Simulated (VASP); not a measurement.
# Ga18N19 (a cell with a defect) in VASP: single point with PBE

Aim: the single point of Ga18N19 (a cell with a defect) with PBE.

Everything below comes from runs of VASP 6.6.1. Logs are shortened: lines on timing, memory, paths and dates and some standing lists are left out, and cuts for length are marked.

## (1) The cell of the first run

The cell holds a defect, 37 atoms: a = 7.653 Å, b = 7.653 Å, c = 7.653 Å, α = 78.22°, β = 78.22°, γ = 78.22°.

## (2) Single point, PBE (with an interstitial atom, then relaxed in part)

INCAR

```
PREC = Accurate
ENCUT = 520
EDIFF = 1E-6
ISMEAR = 0
SIGMA = 0.01
LREAL = Auto
LASPH = True
NELM = 100
ALGO = Normal
ISIF = 2
LWAVE = False
LCHARG = False
GGA = PE
NBANDS = 188
NELECT = 330.0
```

KPOINTS

```
Automatic mesh
0
Gamma
  2 2 2
  0.5 0.5 0.5
```

POSCAR

```
Ga18N19
1.0
   -4.8275562260     -2.7871908866      5.2431684262
    4.8275562260     -2.7871908866      5.2431684262
   -0.0000000001      5.5743817732      5.2431684262
Ga N
18 19
Direct
    0.6087308717      0.6022825007      0.2735239333
    0.6080141392      0.2736874111      0.6067585656
    0.2790190274      0.9305321567      0.2777723885
    0.9520059700      0.2604765577      0.3082896335
    0.2747763286      0.6022813565      0.6074826427
    0.6093637957      0.9400927790      0.9423907984
    0.3095288676      0.2604805468      0.9507696867
    0.9436483843      0.9400950655      0.6081033488
    0.9311292599      0.6305017671      0.9298570294
    0.8878474270      0.5515055044      0.5597159763
    0.8774032133      0.2153657698      0.8761538159
    0.5544000911      0.8800622132      0.5531463018
    0.2248796369      0.2125726598      0.5669565360
    0.5609759887      0.5515057098      0.8865931791
    0.8894582314      0.8797360144      0.2208854920
    0.5682041524      0.2125678991      0.2236287117
    0.2221403533      0.8797384485      0.8882025124
    0.2094722030      0.5266173271      0.2082196545
    0.7357569204      0.7282800463      0.4006157192
    0.7275034663      0.4011644034      0.7262476400
    0.4035562023      0.0641904581      0.4023043270
    0.0727901015      0.3950442646      0.4278642872
    0.4018727390      0.7282798373      0.7345052516
    0.7381773352      0.0585421174      0.0681038916
    0.4291207976      0.3950527254      0.0715378517
    0.0693559822      0.0585365037      0.7369196106
    0.0670894425      0.7319867731      0.0658316050
    0.6894667401      0.3390909681      0.3479143290
    0.6793679363      0.0097073520      0.6781115270
    0.3452405681      0.6659409253      0.3439895777
    0.0154160571     -0.0016404103      0.3500931433
    0.3491754043      0.3390884138      0.6882168068
    0.6724063848      0.6861069135      0.0123253696
    0.3513543453     -0.0016403633      0.0141619967
    0.0135784532      0.6861133583      0.6711319132
   -0.0383084510      0.3832367078     -0.0396943518
    0.0880151459      0.3365605339      0.0867808430
```

Potentials or basis: VASP PAW PBE potentials, release 64 (Ga_d, N).

Run with:

```bash
$ cat potpaw_PBE.64/Ga_d/POTCAR potpaw_PBE.64/N/POTCAR > POTCAR
$ mpirun -np 1 vasp_std > vasp.out
```

OUTCAR:

```text
PREC = Accurate
   ENCUT = 520
   EDIFF = 1E-6
   ISMEAR = 0
   LREAL = Auto
   LASPH = True
   NELM = 100
   ISIF = 2
   GGA = PE
   NELECT = 330.0

 ion  position               nearest neighbor table
   1  0.609  0.602  0.274-  33 1.96  30 1.96  28 1.98  19 1.99
   2  0.608  0.274  0.607-  20 1.92  32 1.94  28 1.94  29 1.97
   3  0.279  0.931  0.278-  31 1.97  34 1.97  30 1.97  21 2.01
   4  0.952  0.260  0.308-  37 1.85  31 1.94  28 1.96  22 1.97
   5  0.275  0.602  0.607-  35 1.96  30 1.96  32 1.98  23 1.99
   6  0.609  0.940  0.942-  33 1.90  34 1.92  24 1.96  29 1.97
[... 9 lines left out ...]
  16  0.568  0.213  0.224-  25 1.92  28 1.95  24 1.95  21 2.00
  17  0.222  0.880  0.888-  27 1.95  26 1.96  34 1.96  23 1.97
  18  0.209  0.527  0.208-  27 1.98  25 1.99  22 1.99  30 2.15  37 2.30
  19  0.736  0.728  0.401-  15 1.97  12 1.97  10 1.98   1 1.99
  20  0.728  0.401  0.726-   2 1.92  14 1.95  10 1.95  11 1.96
  21  0.404  0.064  0.402-  12 1.97  16 2.00  13 2.00   3 2.01
  22  0.073  0.395  0.428-  13 1.92  10 1.92   4 1.97  18 1.99
  23  0.402  0.728  0.735-  17 1.97  12 1.97  14 1.98   5 1.99
  24  0.738  0.059  0.068-  16 1.95   6 1.96  15 1.96  11 1.97
[... 9 lines left out ...]
  34  0.351  0.998  0.014-   6 1.92   7 1.94  17 1.96   3 1.97
  35  0.014  0.686  0.671-   8 1.90   9 1.94  10 1.95   5 1.96
  36  0.962  0.383  0.960-  37 1.45  11 1.82   9 1.83
  37  0.088  0.337  0.087-  36 1.45   4 1.85   7 1.85  18 2.30

  LATTYP: Found a trigonal (rhomboedric) cell.
 ALAT       =     7.6527476960
 COS(alpha) =     0.2041157939

  Lattice vectors:

 A1 = (  -4.8275562260,  -2.7871908866,   5.2431684262)
 A2 = (   4.8275562260,  -2.7871908866,   5.2431684262)
 A3 = (  -0.0000000001,   5.5743817732,   5.2431684262)

Analysis of symmetry for initial positions (statically):
=====================================================================
 Subroutine PRICEL returns:
 Original cell was already a primitive cell.

 Routine SETGRP: Setting up the symmetry group for a
 trigonal (rhombohedral) supercell.

 Subroutine GETGRP returns: Found  1 space group operations
 (whereof  1 operations were pure point group operations)
 out of a pool of 12 trial point group operations.

The static configuration has the point symmetry C_1 .

Analysis of symmetry for dynamics (positions and initial velocities):
=====================================================================
 Subroutine PRICEL returns:
 Original cell was already a primitive cell.

 Routine SETGRP: Setting up the symmetry group for a
 trigonal (rhombohedral) supercell.

 Subroutine GETGRP returns: Found  1 space group operations
 (whereof  1 operations were pure point group operations)
 out of a pool of 12 trial point group operations.

The dynamic configuration has the point symmetry C_1 .

 Subroutine INISYM returns: Found  1 space group operations
 (whereof  1 operations are pure point group operations),
 and found     1 'primitive' translations

----------------------------------------------------------------------------------------

                                     Primitive cell

  volume of cell :     423.2911

  direct lattice vectors                    reciprocal lattice vectors
    -4.827556226 -2.787190887  5.243168426    -0.103572072 -0.059797364  0.063574790
     4.827556226 -2.787190887  5.243168426     0.103572072 -0.059797364  0.063574790
    -0.000000000  5.574381773  5.243168426     0.000000000  0.119594727  0.063574790

  length of vectors
     7.652747696  7.652747696  7.652747696     0.135442433  0.135442433  0.135442433

  position of ions in fractional coordinates (direct lattice)
     0.608730872  0.602282501  0.273523933
     0.608014139  0.273687411  0.606758566
     0.279019027  0.930532157  0.277772388
     0.952005970  0.260476558  0.308289634
     0.274776329  0.602281357  0.607482643
     0.609363796  0.940092779  0.942390798
[... 29 lines left out ...]
     0.961691549  0.383236708  0.960305648
     0.088015146  0.336560534  0.086780843

  ion indices of the primitive-cell ions
   primitive index   ion index
                 1           1
                 2           2
                 3           3
                 4           4
                 5           5
                 6           6
[... 29 lines left out ...]
                36          36
                37          37

----------------------------------------------------------------------------------------

 KPOINTS: Automatic mesh

Automatic generation of k-mesh.
 Grid dimensions read from file:
 generate k-points for:    2    2    2

 Generating k-lattice:

  Cartesian coordinates                     Fractional coordinates (reciprocal lattice)
    -0.051786036 -0.029898682  0.031787395     0.500000000  0.000000000  0.000000000
     0.051786036 -0.029898682  0.031787395     0.000000000  0.500000000  0.000000000
     0.000000000  0.059797364  0.031787395     0.000000000  0.000000000  0.500000000

  Length of vectors
     0.067721217  0.067721217  0.067721217

  Shift w.r.t. Gamma in fractional coordinates (k-lattice)
     0.500000000  0.500000000  0.500000000

 Subroutine IBZKPT returns following result:
 ===========================================

 Found      4 irreducible k-points:

 Following reciprocal coordinates:
            Coordinates               Weight
  0.250000  0.250000  0.250000      2.000000
 -0.250000  0.250000  0.250000      2.000000
  0.250000 -0.250000  0.250000      2.000000
  0.250000  0.250000 -0.250000      2.000000
   k-points           NKPTS =      4   k-points in BZ     NKDIM =      4   number of bands    NBANDS=    188
   number of dos      NEDOS =    301   number of ions     NIONS =     37
   total plane-waves  NPLWV = 216000
   dimension x,y,z NGX =    60 NGY =   60 NGZ =   60
   dimension x,y,z NGXF=   120 NGYF=  120 NGZF=  120
   ions per type =              18  19
   NGX,Y,Z   is equivalent  to a cutoff of  13.03, 13.03, 13.03 a.u.
   NGXF,Y,Z  is equivalent  to a cutoff of  26.07, 26.07, 26.07 a.u.
 SYSTEM =  unknown system
   PREC   = accura    normal or accurate (medium, high low for compatibility)
   ISTART =      0    job   : 0-new  1-cont  2-samecut
   ICHARG =      2    charge: 1-file 2-atom 10-const
   ISPIN  =      1    spin polarized calculation?
   LNONCOLLINEAR =      F non collinear calculations
   LSORBIT =      F    spin-orbit coupling
   LASPH  =      T    aspherical Exc in radial PAW
   ENCUT  =  520.0 eV  38.22 Ry    6.18 a.u.  14.23 14.23 14.23*2*pi/ulx,y,z
   NELM   =    100;   NELMIN=  2; NELMDL= -5     # of ELM steps
   EDIFF  = 0.1E-05   stopping-criterion for ELM
   LREAL  =      T    real-space projection
   EDIFFG = 0.1E-04   stopping-criterion for IOM
   NSW    =      0    number of steps for IOM
   IBRION =     -1    ionic relax: 0-MD 1-quasi-New 2-CG
   NFREE  =      0    steps in history (QN), initial steepest desc. (CG)
   ISIF   =      2    stress and relaxation
   ISYM   =      2    0-nonsym 1-usesym 2-fastsym
   POTIM  = 0.5000    time-step for ionic-motion
   TEBEG  =    0.0;   TEEND  =   0.0 temperature during run
   PSTRESS=    0.0 pullay stress
   NELECT =     330.0000    total number of electrons
   NUPDOWN=      -1.0000    fix difference up-down
   EMIN   =  10.00;   EMAX   =-10.00  energy-range for DOS
   EFERMI =   0.00;   METHOD = LEGACY
   ISMEAR =     0;   SIGMA  =   0.01  broadening in eV -4-tet -1-fermi 0-gaus
   EFERMI_NEDOS =   21; number of points for ismear=-14 and -15
   IALGO  =     38    algorithm
   IMIX   =      4    mixing-type and parameters
     AMIX     =   0.40;   BMIX     =  1.00
     AMIX_MAG =   1.60;   BMIX_MAG =  1.00
  volume/ion in A,a.u.               =      11.44        77.20
  Fermi-wavevector in a.u.,A,eV,Ry     =   1.506722  2.847292 30.888095  2.270211
  Thomas-Fermi vector in A             =   2.617402
   LORBIT       =      0    0 simple, 1 ext, 2 COOP (PROOUT), +10 PAW based schemes
   GGA     = PE    functional components
   LHFCALC =     F    Hartree Fock is set to
   AEXX    =    0.0000 exact exchange contribution
   IVDW    =     0    specifies the selected vdW correction
   LEPSILON=     F    determine dielectric tensor
   LRPA    =     F    only Hartree local field effects (RPA)
 non-spin polarized calculation
 Gauss-broadening in eV      SIGMA  =   0.01
  energy-cutoff  :      520.00
  volume of cell :      423.29
 maximum number of plane-waves:     11401
 NGX is ok and might be reduce to    60
   NGX = 29   NGY = 29   NGZ = 29

 number of electron     329.9999982 magnetization

 Free energy of the ion-electron system (eV)
  ---------------------------------------------------
  ext. energy  EPLUGINS =         0.00000000
  ---------------------------------------------------
  free energy    TOTEN  =      -215.86560731 eV

  energy without entropy =     -215.86560731  energy(sigma->0) =     -215.86560731

 E-fermi :   6.9086     XC(G=0): -11.6363

 val. band max:        6.8379914014   @ k =   0.2500  -0.2500   0.2500
 cond. band min:       8.0885837947   @ k =   0.2500   0.2500   0.2500
 fundamental gap:      1.2505923933
 Fermi energy:         6.9085518156

 k-point     1 :       0.2500    0.2500    0.2500
  band No.  band energies     occupation
      1     -11.9453      2.00000
      2     -10.5174      2.00000
      3     -10.1052      2.00000
      4     -10.1032      2.00000
      5      -9.9808      2.00000
      6      -9.9391      2.00000
[... 169 lines left out ...]
    176      10.4667      0.00000
    177      10.7274      0.00000

 k-point     2 :      -0.2500    0.2500    0.2500
  band No.  band energies     occupation
      1     -11.9419      2.00000
      2     -10.4509      2.00000
      3     -10.1686      2.00000
      4     -10.1191      2.00000
      5     -10.0116      2.00000
      6      -9.9706      2.00000
[... 169 lines left out ...]
    176      10.6873      0.00000
    177      10.8614      0.00000

 k-point     3 :       0.2500   -0.2500    0.2500
  band No.  band energies     occupation
      1     -11.9417      2.00000
      2     -10.4578      2.00000
      3     -10.1587      2.00000
      4     -10.1228      2.00000
      5     -10.0077      2.00000
      6      -9.9689      2.00000
[... 169 lines left out ...]
    176      10.7440      0.00000
    177      10.8041      0.00000

 k-point     4 :       0.2500    0.2500   -0.2500
  band No.  band energies     occupation
      1     -11.9419      2.00000
      2     -10.4509      2.00000
      3     -10.1686      2.00000
      4     -10.1190      2.00000
      5     -10.0116      2.00000
      6      -9.9705      2.00000
[... 169 lines left out ...]
    176      10.6871      0.00000
    177      10.8613      0.00000
 [bands above 177 left out]

------------------------ aborting loop because EDIFF is reached ----------------------------------------

  FORCE on cell =-STRESS in cart. coord.  units (eV):
  Direction    XX          YY          ZZ          XY          YZ          ZX
  --------------------------------------------------------------------------------------
  -------------------------------------------------------------------------------------
  Total       29.7796664     24.2905393     22.0555954     -4.7489674      1.0908244     -1.8899551
  in kB      112.7174870     91.9408735     83.4815024    -17.9750728      4.1288235     -7.1535720
  external PRESSURE =      96.0466210 kB  Pullay stress =       0.0000000 kB

 VOLUME and BASIS-vectors are now :
 -----------------------------------------------------------------------------
  energy-cutoff  :      520.00
  volume of cell :      423.29
      direct lattice vectors                 reciprocal lattice vectors
    -4.827556226 -2.787190887  5.243168426    -0.103572072 -0.059797364  0.063574790
     4.827556226 -2.787190887  5.243168426     0.103572072 -0.059797364  0.063574790
    -0.000000000  5.574381773  5.243168426     0.000000000  0.119594727  0.063574790

 POSITION                                       TOTAL-FORCE (eV/Angst)
 -----------------------------------------------------------------------------------
     -0.03113     -1.85060      7.78368         0.001527     -0.006619     -0.003727
     -1.61398      0.92483      7.80425         0.007454     -0.003355      0.011253
      3.14522     -1.82284      7.79829        -0.000544      0.000909     -0.005946
     -3.33840     -1.66090      7.97366        -0.009048     -0.038289     -0.001502
      1.58105      0.94181      7.78369         0.007004      0.000146     -0.004753
      1.59661      0.93461     13.06518        -0.005004      0.015640     -0.011093
[... 29 lines left out ...]
     -2.79252      1.60454     12.08673         0.037319     -0.020856     -0.057374
      1.19987     -0.69962      2.68113        -0.045329      0.026224      0.023040
 -----------------------------------------------------------------------------------
    total drift:                                0.003161     -0.008377     -0.005291

  FREE ENERGIE OF THE ION-ELECTRON SYSTEM (eV)
  ---------------------------------------------------
  free  energy   TOTEN  =      -215.8656073129 eV

  energy  without entropy=     -215.8656073129  energy(sigma->0) =     -215.86560731
```

It took 38 min on 1 thread of Oxide Virtual Turin-like, shared host; peak memory 0.57 GiB.

What came out:

```
Free energy   : -215.8656 eV
Largest force : 0.072 eV/Å
```

Forces in eV/Å, atoms in the order of the input:
```
Ga   0.002 -0.007 -0.004
Ga   0.007 -0.003  0.011
Ga  -0.001  0.001 -0.006
Ga  -0.009 -0.038 -0.002
Ga   0.007  0.000 -0.005
Ga  -0.005  0.016 -0.011
Ga   0.026  0.028 -0.001
Ga  -0.018 -0.003 -0.010
Ga  -0.020  0.008 -0.032
Ga  -0.013  0.001  0.004
Ga   0.015 -0.011  0.066
Ga  -0.003  0.002 -0.003
Ga   0.016 -0.002  0.000
Ga  -0.006  0.012  0.005
Ga  -0.006 -0.003  0.003
Ga   0.012 -0.013  0.001
Ga   0.001  0.006  0.004
Ga  -0.002  0.002 -0.009
N    0.003 -0.001  0.003
N    0.002 -0.002 -0.016
N   -0.003  0.002  0.005
N    0.001  0.020  0.009
N    0.002 -0.001  0.003
N   -0.003  0.003 -0.007
N   -0.017 -0.011  0.008
N   -0.003  0.000 -0.007
N    0.015 -0.009 -0.001
N   -0.008  0.006 -0.003
N    0.000  0.000  0.003
N   -0.001  0.001  0.007
N    0.007  0.009  0.000
N   -0.009  0.004 -0.003
N    0.008 -0.010  0.010
N   -0.003 -0.010  0.000
N    0.013 -0.003  0.010
N    0.037 -0.021 -0.057
N   -0.045  0.026  0.023
```

Levels at points of the mesh, in eV from the Fermi level:
```csv
k point,band 163,band 164,band 165,band 166,band 167,band 168
"(0.25, 0.25, 0.25)",-2.01,-0.77,-0.22,1.18,2.32,2.55
```

Caveat: the cell carries a net charge on a neutralising background, which shifts energy and pressure; the cell differs from its parent crystal (with an interstitial atom, then relaxed in part); the cell is charged against a uniform background, so pressure and absolute levels hang on convention.
